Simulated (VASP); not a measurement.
# NiO (Fm-3m) in VASP: notebook

Runs on NiO. Level: LDA+U. Tasks: single point.

Everything below comes from runs of VASP 6.6.1. Logs are shortened: lines on timing, memory, paths and dates and some standing lists are left out, and cuts for length are marked.

## Step 1: The cell of the first run

It takes space group Fm-3m (No. 225, cubic). The conventional cell has a = 4.183 Å, b = 4.183 Å, c = 4.183 Å, α = 90.00°, β = 90.00°, γ = 90.00°. Ni (site symmetry m-3m) has 6 O at 2.09 Å within 2.8 Å. O (site symmetry m-3m) has 6 Ni at 2.09 Å within 2.8 Å.

## Step 2: Single point, LDA+U, collinear spin, antiferromagnetic start

Contents of INCAR:

```
ALGO = Normal ; EDIFF = 1E-6
ENCUT = 600 ; GGA = CA
GGA_COMPAT = False ; ISIF = 2
ISMEAR = 0 ; ISPIN = 2
LASPH = True ; LCHARG = False
LDAU = True ; LDAUJ = 0 0
LDAUL = 2 -1 ; LDAUPRINT = 1
LDAUTYPE = 2 ; LDAUU = 4 0
LMAXMIX = 4 ; LORBIT = 11
LREAL = False ; LWAVE = False
MAGMOM = 1.54 -1.54 0 0 ; NBANDS = 36
NELM = 200 ; PREC = Accurate
SIGMA = 0.05
```

Contents of KPOINTS:

```
k-points
0
Gamma
  8 8 8
```

Contents of POSCAR:

```
NiO
1.0
    0.0000000000      2.0913095100      2.0913095100
    2.0913095100      0.0000000000      2.0913095100
    4.1826190200      4.1826190200      0.0000000000
Ni O
2 2
Direct
    0.0000000000      0.0000000000      0.0000000000
    0.0000000000      0.0000000000      0.5000000000
    0.5000000000      0.5000000000      0.2500000000
    0.5000000000      0.5000000000      0.7500000000
```

Potentials or basis: VASP PAW LDA potentials, release 64 (Ni_sv_GW, O).

The run is started by

```sh
$ cat potpaw_LDA.64/Ni_sv_GW/POTCAR potpaw_LDA.64/O/POTCAR > POTCAR
$ mpirun -np 1 vasp_std > vasp.out
```

OUTCAR:

```text
EDIFF = 1E-6
   ENCUT = 600
   GGA = CA
   ISIF = 2
   ISMEAR = 0
   ISPIN = 2
   LASPH = True
   LORBIT = 11
   LREAL = False
   NELM = 200
   PREC = Accurate

 ion  position               nearest neighbor table
   1  0.000  0.000  0.000-   4 2.09   3 2.09   4 2.09   3 2.09   4 2.09   3 2.09
   2  0.000  0.000  0.500-   3 2.09   3 2.09   4 2.09   3 2.09   4 2.09   4 2.09
   3  0.500  0.500  0.250-   1 2.09   1 2.09   2 2.09   1 2.09   2 2.09   2 2.09
   4  0.500  0.500  0.750-   2 2.09   1 2.09   2 2.09   1 2.09   2 2.09   1 2.09

  LATTYP: Found a trigonal (rhomboedric) cell.
 ALAT       =     5.1226411937
 COS(alpha) =     0.8333333333

  Lattice vectors:

 A1 = (   4.1826190200,   2.0913095100,  -2.0913095100)
 A2 = (   2.0913095100,   2.0913095100,  -4.1826190200)
 A3 = (   2.0913095100,   4.1826190200,  -2.0913095100)

Analysis of symmetry for initial positions (statically):
=====================================================================
 Subroutine PRICEL returns following result:

  LATTYP: Found a face centered cubic cell.
 ALAT       =     4.1826190200
[... 12 lines left out ...]
 Subroutine GETGRP returns: Found 12 space group operations
 (whereof 12 operations were pure point group operations)
 out of a pool of 12 trial point group operations.

The static configuration has the point symmetry D_3d.

Analysis of symmetry for dynamics (positions and initial velocities):
=====================================================================
 Subroutine PRICEL returns following result:

  LATTYP: Found a face centered cubic cell.
 ALAT       =     4.1826190200
[... 12 lines left out ...]
 Subroutine GETGRP returns: Found 12 space group operations
 (whereof 12 operations were pure point group operations)
 out of a pool of 12 trial point group operations.

The dynamic configuration has the point symmetry D_3d.

Analysis of structural, dynamic, and magnetic symmetry:
=====================================================================
 Subroutine PRICEL returns following result:

  LATTYP: Found a face centered cubic cell.
 ALAT       =     4.1826190200
[... 12 lines left out ...]
 Subroutine GETGRP returns: Found 12 space group operations
 (whereof 12 operations were pure point group operations)
 out of a pool of 12 trial point group operations.

The overall configuration has the point symmetry D_3d.

 Subroutine INISYM returns: Found 12 space group operations
 (whereof 12 operations are pure point group operations),
 and found     2 'primitive' translations

----------------------------------------------------------------------------------------

                                     Primitive cell

  volume of cell :      18.2930

  direct lattice vectors                    reciprocal lattice vectors
     0.000000000  2.091309510  2.091309510    -0.239084649  0.239084649  0.239084649
     2.091309510  0.000000000  2.091309510     0.239084649 -0.239084649  0.239084649
     2.091309510  2.091309510  0.000000000     0.239084649  0.239084649 -0.239084649

  length of vectors
     2.957558272  2.957558272  2.957558272     0.414106759  0.414106759  0.414106759

[... 142 lines left out ...]
  0.0000 -0.0008 -0.0000  0.0008  0.1690

 occupancies and eigenvectors

  o =  0.1690  v =  0.0000  0.0000  0.0000  0.0000  0.0000 -0.0012 -0.0006  0.9999 -0.0006  0.0149      0.0000  0.0000  0.0000  0.0000  0.0000  0.0000  0.0000  0.0000  0.0000  0.0000
  o =  0.1690  v =  0.0000  0.0000  0.0000  0.0000  0.0000  0.0000  0.0011 -0.0149 -0.0010  0.9999      0.0000  0.0000  0.0000  0.0000  0.0000  0.0000  0.0000  0.0000  0.0000  0.0000
  o =  0.9210  v =  0.0000  0.0000  0.0000  0.0000  0.0000 -0.7918 -0.5686 -0.0014 -0.2232  0.0004      0.0000  0.0000  0.0000  0.0000  0.0000  0.0000  0.0000  0.0000  0.0000  0.0000
  o =  0.9210  v =  0.0000  0.0000  0.0000  0.0000  0.0000 -0.1994  0.5860 -0.0004 -0.7854 -0.0014      0.0000  0.0000  0.0000  0.0000  0.0000  0.0000  0.0000  0.0000  0.0000  0.0000
  o =  0.9211  v =  0.0000  0.0000  0.0000  0.0000  0.0000 -0.5774  0.5774 -0.0000  0.5774  0.0000      0.0000  0.0000  0.0000  0.0000  0.0000  0.0000  0.0000  0.0000  0.0000  0.0000
  o =  0.9310  v =  0.1332  0.7642  0.0005 -0.6310 -0.0032  0.0000  0.0000  0.0000  0.0000  0.0000      0.0000  0.0000  0.0000  0.0000  0.0000  0.0000  0.0000  0.0000  0.0000  0.0000
  o =  0.9310  v =  0.8056  0.2874  0.0032  0.5181  0.0005  0.0000  0.0000  0.0000  0.0000  0.0000      0.0000  0.0000  0.0000  0.0000  0.0000  0.0000  0.0000  0.0000  0.0000  0.0000
  o =  0.9311  v = -0.5774  0.5774 -0.0000  0.5774  0.0000  0.0000  0.0000  0.0000  0.0000  0.0000      0.0000  0.0000  0.0000  0.0000  0.0000  0.0000  0.0000  0.0000  0.0000  0.0000
  o =  0.9536  v =  0.0000  0.0023 -0.0000 -0.0023  1.0000  0.0000  0.0000  0.0000  0.0000  0.0000      0.0000  0.0000  0.0000  0.0000  0.0000  0.0000  0.0000  0.0000  0.0000  0.0000
  o =  0.9536  v =  0.0026  0.0013 -1.0000  0.0013 -0.0000  0.0000  0.0000  0.0000  0.0000  0.0000      0.0000  0.0000  0.0000  0.0000  0.0000  0.0000  0.0000  0.0000  0.0000  0.0000

atom =   2  type =  1  l = 2

 onsite density matrix

spin component  1

  0.9210 -0.0000  0.0009 -0.0000  0.0000
 -0.0000  0.9210  0.0005  0.0000 -0.0008
  0.0009  0.0005  0.1690  0.0005 -0.0000
 -0.0000  0.0000  0.0005  0.9210  0.0008
  0.0000 -0.0008 -0.0000  0.0008  0.1690

spin component  2

  0.9311 -0.0000 -0.0001 -0.0000 -0.0000
 -0.0000  0.9311 -0.0000  0.0000  0.0001
 -0.0001 -0.0000  0.9536 -0.0000 -0.0000
 -0.0000  0.0000 -0.0000  0.9311 -0.0001
 -0.0000  0.0001 -0.0000 -0.0001  0.9536

 occupancies and eigenvectors

  o =  0.1690  v = -0.0012 -0.0005  0.9983 -0.0007  0.0589  0.0000  0.0000  0.0000  0.0000  0.0000      0.0000  0.0000  0.0000  0.0000  0.0000  0.0000  0.0000  0.0000  0.0000  0.0000
  o =  0.1690  v = -0.0001 -0.0011  0.0589  0.0010 -0.9983  0.0000  0.0000  0.0000  0.0000  0.0000      0.0000  0.0000  0.0000  0.0000  0.0000  0.0000  0.0000  0.0000  0.0000  0.0000
  o =  0.9210  v = -0.0854  0.6606 -0.0002 -0.7459 -0.0015  0.0000  0.0000  0.0000  0.0000  0.0000      0.0000  0.0000  0.0000  0.0000  0.0000  0.0000  0.0000  0.0000  0.0000  0.0000
  o =  0.9210  v =  0.8120  0.4799  0.0015  0.3321 -0.0002  0.0000  0.0000  0.0000  0.0000  0.0000      0.0000  0.0000  0.0000  0.0000  0.0000  0.0000  0.0000  0.0000  0.0000  0.0000
  o =  0.9211  v = -0.5774  0.5774 -0.0000  0.5774 -0.0000  0.0000  0.0000  0.0000  0.0000  0.0000      0.0000  0.0000  0.0000  0.0000  0.0000  0.0000  0.0000  0.0000  0.0000  0.0000
  o =  0.9310  v =  0.0000  0.0000  0.0000  0.0000  0.0000  0.2583  0.7999  0.0010 -0.5417 -0.0030      0.0000  0.0000  0.0000  0.0000  0.0000  0.0000  0.0000  0.0000  0.0000  0.0000
  o =  0.9310  v =  0.0000  0.0000  0.0000  0.0000  0.0000  0.7746  0.1636  0.0030  0.6110  0.0010      0.0000  0.0000  0.0000  0.0000  0.0000  0.0000  0.0000  0.0000  0.0000  0.0000
  o =  0.9311  v =  0.0000  0.0000  0.0000  0.0000  0.0000 -0.5774  0.5774 -0.0000  0.5774  0.0000      0.0000  0.0000  0.0000  0.0000  0.0000  0.0000  0.0000  0.0000  0.0000  0.0000
  o =  0.9536  v =  0.0000  0.0000  0.0000  0.0000  0.0000  0.0000  0.0023 -0.0000 -0.0023  1.0000      0.0000  0.0000  0.0000  0.0000  0.0000  0.0000  0.0000  0.0000  0.0000  0.0000
  o =  0.9536  v =  0.0000  0.0000  0.0000  0.0000  0.0000  0.0026  0.0013 -1.0000  0.0013 -0.0000      0.0000  0.0000  0.0000  0.0000  0.0000  0.0000  0.0000  0.0000  0.0000  0.0000

 number of electron      48.0000027 magnetization      -0.0000000

 Free energy of the ion-electron system (eV)
  ---------------------------------------------------
  ext. energy  EPLUGINS =         0.00000000
  ---------------------------------------------------
  free energy    TOTEN  =       -24.90142462 eV

  energy without entropy =      -24.90142462  energy(sigma->0) =      -24.90142462

 E-fermi :   5.8616     XC(G=0): -13.5466

 val. band max:        5.3860435703   @ k =   0.0000   0.0000   0.5000
 cond. band min:       7.7681794789   @ k =   0.2500   0.2500   0.0000
 fundamental gap:      2.3821359087
 Fermi energy:         5.8616447768

 spin component 1

 k-point     1 :       0.0000    0.0000    0.0000
  band No.  band energies     occupation
      1     -96.6841      1.00000
      2     -94.8142      1.00000
      3     -57.6896      1.00000
      4     -57.6692      1.00000
      5     -57.6692      1.00000
      6     -55.8773      1.00000
[... 1865 lines left out ...]
     35      23.1901      0.00000
     36      27.9815      0.00000

 [... further k-points ...]

------------------------ aborting loop because EDIFF is reached ----------------------------------------

  FORCE on cell =-STRESS in cart. coord.  units (eV):
  Direction    XX          YY          ZZ          XY          YZ          ZX
  --------------------------------------------------------------------------------------
  -------------------------------------------------------------------------------------
  Total       -3.5076348     -3.5076348     -3.5076348     -0.0426353      0.0426353      0.0426353
  in kB     -153.6066541   -153.6066541   -153.6066541     -1.8670902      1.8670902      1.8670902
  external PRESSURE =    -153.6066541 kB  Pullay stress =       0.0000000 kB

 VOLUME and BASIS-vectors are now :
 -----------------------------------------------------------------------------
  energy-cutoff  :      600.00
  volume of cell :       36.59
      direct lattice vectors                 reciprocal lattice vectors
     0.000000000  2.091309510  2.091309510    -0.239084649  0.239084649  0.239084649
     2.091309510  0.000000000  2.091309510     0.239084649 -0.239084649  0.239084649
     4.182619020  4.182619020  0.000000000     0.119542324  0.119542324 -0.119542324

 POSITION                                       TOTAL-FORCE (eV/Angst)
 -----------------------------------------------------------------------------------
      0.00000      0.00000      0.00000        -0.000000     -0.000000     -0.000000
      2.09131      2.09131      0.00000        -0.000000     -0.000000     -0.000000
      2.09131      2.09131      2.09131         0.000000      0.000000      0.000000
      4.18262      4.18262      2.09131        -0.000000      0.000000      0.000000
 -----------------------------------------------------------------------------------
    total drift:                                0.000000      0.000000     -0.000000

  FREE ENERGIE OF THE ION-ELECTRON SYSTEM (eV)
  ---------------------------------------------------
  free  energy   TOTEN  =       -24.9014246169 eV

  energy  without entropy=      -24.9014246169  energy(sigma->0) =      -24.90142462

 total charge

# of ion       s       p       d       f       tot
--------------------------------------------------
    1        2.158   6.230   7.774   0.009  16.171
    2        2.158   6.230   7.774   0.009  16.171
    3        1.538   3.427   0.000   0.000   4.965
    4        1.538   3.427   0.000   0.000   4.965
--------------------------------------------------
tot          7.393  19.315  15.547   0.019  42.273

 magnetization (x)

# of ion       s       p       d       f       tot
--------------------------------------------------
    1       -0.002  -0.005   1.597   0.000   1.590
    2        0.002   0.005  -1.597  -0.000  -1.590
    3        0.000   0.000   0.000   0.000   0.000
    4        0.000   0.000   0.000   0.000   0.000
--------------------------------------------------
tot          0.000   0.000   0.000   0.000   0.000
```

Run time: 3.8 min. Hardware: 1 thread of Intel Xeon Platinum 8488C (Sapphire Rapids), shared host; peak memory 0.29 GiB.

Results:

- Free energy: -24.9014 eV
- Pressure: -15.4 GPa
- Band gap on the k mesh: 2.38 eV
- Net moment: 0.00 μB per cell
- Site moments: Ni +1.59, -1.59; O +0.00 μB
- Valence electrons inside the program's atomic spheres: Ni 16.17; O 4.96

Stress tensor (GPa, compression positive):
```
-15.36  -0.19   0.19
 -0.19 -15.36   0.19
  0.19   0.19 -15.36
```

Levels at points of the mesh, in eV from the valence-band top:
Spin up:
```tsv
k point	band 22	band 23	band 24	band 25	band 26	band 27
(0.00, 0.00, 0.00)	-0.90	-0.79	-0.79	2.88	3.27	3.27
(0.50, 0.00, 0.00)	-0.77	-0.60	-0.42	3.39	3.54	6.73
(0.00, 0.00, 0.50)	-1.08	0.00	0.00	2.96	2.96	5.54
(0.50, 0.00, 0.50)	-0.83	-0.71	-0.45	2.99	3.04	8.61
```
Spin down:
```
           k point  band 22  band 23  band 24  band 25  band 26  band 27
(0.00, 0.00, 0.00)    -0.90    -0.79    -0.79     2.88     3.27     3.27
(0.50, 0.00, 0.00)    -0.77    -0.60    -0.42     3.39     3.54     6.73
(0.00, 0.00, 0.50)    -1.08     0.00     0.00     2.96     2.96     5.54
(0.50, 0.00, 0.50)    -0.83    -0.71    -0.45     2.99     3.04     8.61
```

Eigenvalues of the final occupation matrices:
| site | spin | trace | eigenvalues |
| --- | --- | --- | --- |
| site 1 d | 1 | 4.70 | 0.93 0.93 0.93 0.95 0.95 |
| site 1 d | 2 | 3.10 | 0.17 0.17 0.92 0.92 0.92 |
| site 2 d | 1 | 3.10 | 0.17 0.17 0.92 0.92 0.92 |
| site 2 d | 2 | 4.70 | 0.93 0.93 0.93 0.95 0.95 |

Caveat: the cell stands under tension. The state reached can hang on the start; a lower one may exist.

(Continued in part 2 of 2.)
